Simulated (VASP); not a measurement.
# CuSe (P-6m2) in VASP: single point with LDA+U

Aim: the single point of CuSe with LDA+U.

All numbers are computed with VASP 6.6.1; they aren't measurements. Logs are shortened: lines on timing, memory, paths and dates and some standing lists are left out, and cuts for length are marked.

## Step 1: The cell of the first run

It takes space group P-6m2 (No. 187, hexagonal). The conventional cell has a = 3.609 Å, b = 3.609 Å, c = 3.522 Å, α = 90.00°, β = 90.00°, γ = 120.00°. Cu (site symmetry -6m2) has 6 Se at 2.73 Å and 2 Cu at 3.52 Å within 3.6 Å. Se (site symmetry -6m2) has 6 Cu at 2.73 Å and 2 Se at 3.52 Å within 3.6 Å.

## Step 2: Single point, LDA+U, collinear spin, ferromagnetic start

File INCAR:

```
SYSTEM = CuSe
PREC = Accurate ; ENCUT = 520
EDIFF = 1E-6 ; ISMEAR = 0
SIGMA = 0.05 ; LREAL = .FALSE.
LASPH = .TRUE. ; NELM = 150
ALGO = Normal ; ISIF = 2
LWAVE = .FALSE. ; LCHARG = .FALSE.
ISPIN = 2 ; MAGMOM = 0.6 0
LORBIT = 11 ; LMAXMIX = 4
LDAU = .TRUE. ; LDAUTYPE = 2
LDAUL = 2 -1 ; LDAUU = 5 0
LDAUJ = 0 0 ; LDAUPRINT = 1
NBANDS = 20
```

File KPOINTS:

```
regular mesh
0
G
  6 6 5
  0 0 0
```

File POSCAR:

```
CuSe
1.0
    3.6086577700      0.0000000000      0.0000000000
   -1.8043288800      3.1251893000      0.0000000000
    0.0000000000      0.0000000000      3.5218711900
Cu Se
1 1
Direct
    0.0000000000      0.0000000000      0.0000000000
    0.6666666667      0.3333333333      0.5000000000
```

Potentials or basis: VASP PAW LDA potentials, release 64 (Cu, Se).

Command:

```console
> cat potpaw_LDA.64/Cu/POTCAR potpaw_LDA.64/Se/POTCAR > POTCAR
> mpirun -np 1 vasp_std > vasp.out
```

OUTCAR:

```text
SYSTEM = CuSe
   PREC = Accurate
   ENCUT = 520
   EDIFF = 1E-6
   ISMEAR = 0
   LREAL = .FALSE.
   LASPH = .TRUE.
   NELM = 150
   ISIF = 2
   ISPIN = 2
   LORBIT = 11

 ion  position               nearest neighbor table
   1  0.000  0.000  0.000-   2 2.73   2 2.73   2 2.73   2 2.73   2 2.73   2 2.73
   2  0.667  0.333  0.500-   1 2.73   1 2.73   1 2.73   1 2.73   1 2.73   1 2.73

  LATTYP: Found a hexagonal cell.
 ALAT       =     3.6086577700
 C/A-ratio  =     0.9759504543

  Lattice vectors:

 A1 = (   3.6086577700,   0.0000000000,   0.0000000000)
 A2 = (  -1.8043288800,   3.1251893000,   0.0000000000)
 A3 = (   0.0000000000,   0.0000000000,   3.5218711900)

Analysis of symmetry for initial positions (statically):
=====================================================================
 Subroutine PRICEL returns:
 Original cell was already a primitive cell.

 Routine SETGRP: Setting up the symmetry group for a
 hexagonal supercell.

 Subroutine GETGRP returns: Found 12 space group operations
 (whereof 12 operations were pure point group operations)
 out of a pool of 24 trial point group operations.

The static configuration has the point symmetry D_3h.

Analysis of symmetry for dynamics (positions and initial velocities):
=====================================================================
 Subroutine PRICEL returns:
 Original cell was already a primitive cell.

 Routine SETGRP: Setting up the symmetry group for a
 hexagonal supercell.

 Subroutine GETGRP returns: Found 12 space group operations
 (whereof 12 operations were pure point group operations)
 out of a pool of 24 trial point group operations.

The dynamic configuration has the point symmetry D_3h.

Analysis of structural, dynamic, and magnetic symmetry:
=====================================================================
 Subroutine PRICEL returns:
 Original cell was already a primitive cell.

 Routine SETGRP: Setting up the symmetry group for a
 hexagonal supercell.

 Subroutine GETGRP returns: Found 12 space group operations
 (whereof 12 operations were pure point group operations)
 out of a pool of 24 trial point group operations.

The overall configuration has the point symmetry D_3h.

 Subroutine INISYM returns: Found 12 space group operations
 (whereof 12 operations are pure point group operations),
 and found     1 'primitive' translations

----------------------------------------------------------------------------------------

                                     Primitive cell

  volume of cell :      39.7187

  direct lattice vectors                    reciprocal lattice vectors
     3.608657770  0.000000000  0.000000000     0.277111343  0.159990308  0.000000000
    -1.804328880  3.125189300  0.000000000     0.000000000  0.319980617  0.000000000
     0.000000000  0.000000000  3.521871190     0.000000000  0.000000000  0.283939970

  length of vectors
     3.608657770  3.608657765  3.521871190     0.319980616  0.319980617  0.283939970

  position of ions in fractional coordinates (direct lattice)
     0.000000000  0.000000000  0.000000000
     0.666666667  0.333333333  0.500000000

  ion indices of the primitive-cell ions
   primitive index   ion index
                 1           1
                 2           2

----------------------------------------------------------------------------------------

 KPOINTS: regular mesh

Automatic generation of k-mesh.
 Grid dimensions read from file:
 generate k-points for:    6    6    5

 Generating k-lattice:

  Cartesian coordinates                     Fractional coordinates (reciprocal lattice)
     0.046185224  0.026665051  0.000000000     0.166666667  0.000000000  0.000000000
     0.000000000  0.053330103  0.000000000     0.000000000  0.166666667  0.000000000
     0.000000000  0.000000000  0.056787994     0.000000000  0.000000000  0.200000000

  Length of vectors
     0.053330103  0.053330103  0.056787994

  Shift w.r.t. Gamma in fractional coordinates (k-lattice)
     0.000000000  0.000000000  0.000000000

 Subroutine IBZKPT returns following result:
 ===========================================

 Found     21 irreducible k-points:

 Following reciprocal coordinates:
            Coordinates               Weight
  0.000000  0.000000  0.000000      1.000000
  0.166667  0.000000  0.000000      6.000000
  0.333333  0.000000  0.000000      6.000000
  0.500000  0.000000  0.000000      3.000000
  0.166667  0.166667  0.000000      6.000000
  0.333333  0.166667  0.000000     12.000000
[... 13 lines left out ...]
  0.333333  0.166667  0.400000     24.000000
  0.333333  0.333333  0.400000      4.000000
   k-points           NKPTS =     21   k-points in BZ     NKDIM =     21   number of bands    NBANDS=     20
   number of dos      NEDOS =    301   number of ions     NIONS =      2
   total plane-waves  NPLWV =  21952
   dimension x,y,z NGX =    28 NGY =   28 NGZ =   28
   dimension x,y,z NGXF=    56 NGYF=   56 NGZF=   56
   ions per type =               1   1
   NGX,Y,Z   is equivalent  to a cutoff of  12.90, 12.90, 13.22 a.u.
   NGXF,Y,Z  is equivalent  to a cutoff of  25.80, 25.80, 26.43 a.u.
 SYSTEM =  CuSe
   PREC   = accura    normal or accurate (medium, high low for compatibility)
   ISTART =      0    job   : 0-new  1-cont  2-samecut
   ICHARG =      2    charge: 1-file 2-atom 10-const
   ISPIN  =      2    spin polarized calculation?
   LNONCOLLINEAR =      F non collinear calculations
   LSORBIT =      F    spin-orbit coupling
   LASPH  =      T    aspherical Exc in radial PAW
   ENCUT  =  520.0 eV  38.22 Ry    6.18 a.u.   6.71  6.71  6.55*2*pi/ulx,y,z
   NELM   =    150;   NELMIN=  2; NELMDL= -5     # of ELM steps
   EDIFF  = 0.1E-05   stopping-criterion for ELM
   LREAL  =      F    real-space projection
   EDIFFG = 0.1E-04   stopping-criterion for IOM
   NSW    =      0    number of steps for IOM
   IBRION =     -1    ionic relax: 0-MD 1-quasi-New 2-CG
   NFREE  =      0    steps in history (QN), initial steepest desc. (CG)
   ISIF   =      2    stress and relaxation
   ISYM   =      2    0-nonsym 1-usesym 2-fastsym
   POTIM  = 0.5000    time-step for ionic-motion
   TEBEG  =    0.0;   TEEND  =   0.0 temperature during run
   PSTRESS=    0.0 pullay stress
   NELECT =      17.0000    total number of electrons
   NUPDOWN=      -1.0000    fix difference up-down
   EMIN   =  10.00;   EMAX   =-10.00  energy-range for DOS
   EFERMI =   0.00;   METHOD = LEGACY
   ISMEAR =     0;   SIGMA  =   0.05  broadening in eV -4-tet -1-fermi 0-gaus
   EFERMI_NEDOS =   21; number of points for ismear=-14 and -15
   IALGO  =     38    algorithm
   IMIX   =      4    mixing-type and parameters
     AMIX     =   0.40;   BMIX     =  1.00
     AMIX_MAG =   1.60;   BMIX_MAG =  1.00
  volume/ion in A,a.u.               =      19.86       134.02
  Fermi-wavevector in a.u.,A,eV,Ry     =   1.233747  2.331443 20.709846  1.522131
  Thomas-Fermi vector in A             =   2.368465
   LORBIT       =     11    0 simple, 1 ext, 2 COOP (PROOUT), +10 PAW based schemes
 LDA+U is selected, type is set to LDAUTYPE =  2
   angular momentum for each species LDAUL =     2   -1
   U (eV)           for each species LDAUU =   5.0  0.0
   J (eV)           for each species LDAUJ =   0.0  0.0
   GGA     = CA    functional components
   LHFCALC =     F    Hartree Fock is set to
   AEXX    =    0.0000 exact exchange contribution
   IVDW    =     0    specifies the selected vdW correction
   LEPSILON=     F    determine dielectric tensor
   LRPA    =     F    only Hartree local field effects (RPA)
 spin polarized calculation
 Gauss-broadening in eV      SIGMA  =   0.05
  energy-cutoff  :      520.00
  volume of cell :       39.72
 maximum number of plane-waves:      1083
 NGX is ok and might be reduce to    28
   NGX = 13   NGY = 13   NGZ = 13

 number of electron      16.9999989 magnetization      -0.0026469

atom =   1  type =  1  l = 2

 onsite density matrix

spin component  1

  0.9503 -0.0000 -0.0000 -0.0000 -0.0000
 -0.0000  0.9297 -0.0000  0.0000 -0.0000
 -0.0000 -0.0000  0.9554  0.0000 -0.0000
 -0.0000  0.0000  0.0000  0.9297  0.0000
 -0.0000 -0.0000 -0.0000  0.0000  0.9503

spin component  2

  0.9503 -0.0000 -0.0000 -0.0000 -0.0000
 -0.0000  0.9296 -0.0000  0.0000 -0.0000
 -0.0000 -0.0000  0.9553  0.0000 -0.0000
 -0.0000  0.0000  0.0000  0.9296  0.0000
 -0.0000 -0.0000 -0.0000  0.0000  0.9503

 occupancies and eigenvectors

  o =  0.9296  v =  0.0000  0.0000  0.0000  0.0000  0.0000 -0.0000 -0.8457 -0.0000  0.5337 -0.0000      0.0000  0.0000  0.0000  0.0000  0.0000  0.0000  0.0000  0.0000  0.0000  0.0000
  o =  0.9296  v =  0.0000  0.0000  0.0000  0.0000  0.0000 -0.0000 -0.5337 -0.0000 -0.8457 -0.0000      0.0000  0.0000  0.0000  0.0000  0.0000  0.0000  0.0000  0.0000  0.0000  0.0000
  o =  0.9297  v = -0.0000 -0.8457  0.0000  0.5337  0.0000  0.0000  0.0000  0.0000  0.0000  0.0000      0.0000  0.0000  0.0000  0.0000  0.0000  0.0000  0.0000  0.0000  0.0000  0.0000
  o =  0.9297  v = -0.0000 -0.5337  0.0000 -0.8457  0.0000  0.0000  0.0000  0.0000  0.0000  0.0000      0.0000  0.0000  0.0000  0.0000  0.0000  0.0000  0.0000  0.0000  0.0000  0.0000
  o =  0.9503  v =  0.0000  0.0000  0.0000  0.0000  0.0000  0.4767 -0.0000  0.0000  0.0000  0.8790      0.0000  0.0000  0.0000  0.0000  0.0000  0.0000  0.0000  0.0000  0.0000  0.0000
  o =  0.9503  v =  0.0000  0.0000  0.0000  0.0000  0.0000 -0.8790 -0.0000 -0.0000  0.0000  0.4767      0.0000  0.0000  0.0000  0.0000  0.0000  0.0000  0.0000  0.0000  0.0000  0.0000
  o =  0.9503  v =  0.9440  0.0000  0.0000  0.0000  0.3298  0.0000  0.0000  0.0000  0.0000  0.0000      0.0000  0.0000  0.0000  0.0000  0.0000  0.0000  0.0000  0.0000  0.0000  0.0000
  o =  0.9503  v = -0.3298  0.0000  0.0000  0.0000  0.9440  0.0000  0.0000  0.0000  0.0000  0.0000      0.0000  0.0000  0.0000  0.0000  0.0000  0.0000  0.0000  0.0000  0.0000  0.0000
  o =  0.9553  v =  0.0000  0.0000  0.0000  0.0000  0.0000  0.0000  0.0000 -1.0000 -0.0000  0.0000      0.0000  0.0000  0.0000  0.0000  0.0000  0.0000  0.0000  0.0000  0.0000  0.0000
  o =  0.9554  v = -0.0000  0.0000  1.0000  0.0000 -0.0000  0.0000  0.0000  0.0000  0.0000  0.0000      0.0000  0.0000  0.0000  0.0000  0.0000  0.0000  0.0000  0.0000  0.0000  0.0000

 number of electron      16.9999989 magnetization       0.0013308

 Free energy of the ion-electron system (eV)
  ---------------------------------------------------
  ext. energy  EPLUGINS =         0.00000000
  ---------------------------------------------------
  free energy    TOTEN  =        -6.74804792 eV

  energy without entropy =       -6.74686788  energy(sigma->0) =       -6.74745790

 E-fermi :   3.6356     XC(G=0): -10.4737

 val. band max:        3.6312765870   @ k =   0.1667   0.1667   0.0000
 cond. band min:       3.7970520498   @ k =   0.1667   0.1667   0.4000
 fundamental gap:      0.1657754628
 Fermi energy:         3.6356313442

 spin component 1

 k-point     1 :       0.0000    0.0000    0.0000
  band No.  band energies     occupation
      1      -9.9983      1.00000
      2       0.2678      1.00000
      3       0.2845      1.00000
      4       0.2845      1.00000
      5       0.7889      1.00000
      6       0.7889      1.00000
[... 12 lines left out ...]
     19      20.3331      0.00000
[... 443 lines left out ...]
      3      -0.6581      1.00000
      4       0.1479      1.00000
      5       0.6827      1.00000
      6       0.9506      1.00000
[... 12 lines left out ...]
     19      24.0659      0.00000
     20      24.4671      0.00000
 Fermi energy:         3.6356313442

 spin component 2

 k-point     1 :       0.0000    0.0000    0.0000
  band No.  band energies     occupation
      1      -9.9977      1.00000
      2       0.2682      1.00000
      3       0.2850      1.00000
      4       0.2850      1.00000
      5       0.7897      1.00000
      6       0.7897      1.00000
[... 12 lines left out ...]
     19      20.3338      0.00000
[... 444 lines left out ...]
      4       0.1484      1.00000
      5       0.6832      1.00000
      6       0.9511      1.00000
[... 12 lines left out ...]
     19      24.0664      0.00000
     20      24.4677      0.00000

------------------------ aborting loop because EDIFF is reached ----------------------------------------

  FORCE on cell =-STRESS in cart. coord.  units (eV):
  Direction    XX          YY          ZZ          XY          YZ          ZX
  --------------------------------------------------------------------------------------
  -------------------------------------------------------------------------------------
  Total       -2.7886300     -2.7886300     -4.4870470     -0.0000000      0.0000000      0.0000000
  in kB     -112.4879458   -112.4879456   -180.9988061     -0.0000002      0.0000000      0.0000000
  external PRESSURE =    -135.3248992 kB  Pullay stress =       0.0000000 kB

 VOLUME and BASIS-vectors are now :
 -----------------------------------------------------------------------------
  energy-cutoff  :      520.00
  volume of cell :       39.72
      direct lattice vectors                 reciprocal lattice vectors
     3.608657770  0.000000000  0.000000000     0.277111343  0.159990308  0.000000000
    -1.804328880  3.125189300  0.000000000     0.000000000  0.319980617  0.000000000
     0.000000000  0.000000000  3.521871190     0.000000000  0.000000000  0.283939970

 POSITION                                       TOTAL-FORCE (eV/Angst)
 -----------------------------------------------------------------------------------
      0.00000      0.00000      0.00000        -0.000000      0.000000      0.000000
      1.80433      1.04173      1.76094         0.000000     -0.000000      0.000000
 -----------------------------------------------------------------------------------
    total drift:                                0.000000     -0.000000      0.000000

  FREE ENERGIE OF THE ION-ELECTRON SYSTEM (eV)
  ---------------------------------------------------
  free  energy   TOTEN  =        -6.7480479204 eV

  energy  without entropy=       -6.7468678812  energy(sigma->0) =       -6.74745790

 total charge

# of ion       s       p       d       tot
------------------------------------------
    1        0.280   0.199   9.410   9.889
    2        1.498   2.162   0.028   3.688
--------------------------------------------------
tot          1.778   2.362   9.438  13.578

 magnetization (x)

# of ion       s       p       d       tot
------------------------------------------
    1       -0.000  -0.000   0.000   0.000
    2        0.000   0.000  -0.000   0.000
--------------------------------------------------
tot         -0.000   0.000   0.000   0.000
```

Wall time 22 s (1 thread of AMD EPYC 7R13 (Zen 3), shared host); peak memory 0.13 GiB.

Results:

| Quantity | Value |
| --- | --- |
| Free energy | -6.7480 eV |
| Pressure | -13.5 GPa |
| Net moment | 0.00 μB per cell |
| Valence electrons inside the program's atomic spheres | Cu 9.89; Se 3.69 |

Eigenvalues of the final occupation matrices:
```csv
site,spin,trace,eigenvalues
site 1 d,1,4.72,0.93 0.93 0.95 0.95 0.96
site 1 d,2,4.72,0.93 0.93 0.95 0.95 0.96
```

The state reached can hang on the start; a lower one may exist.
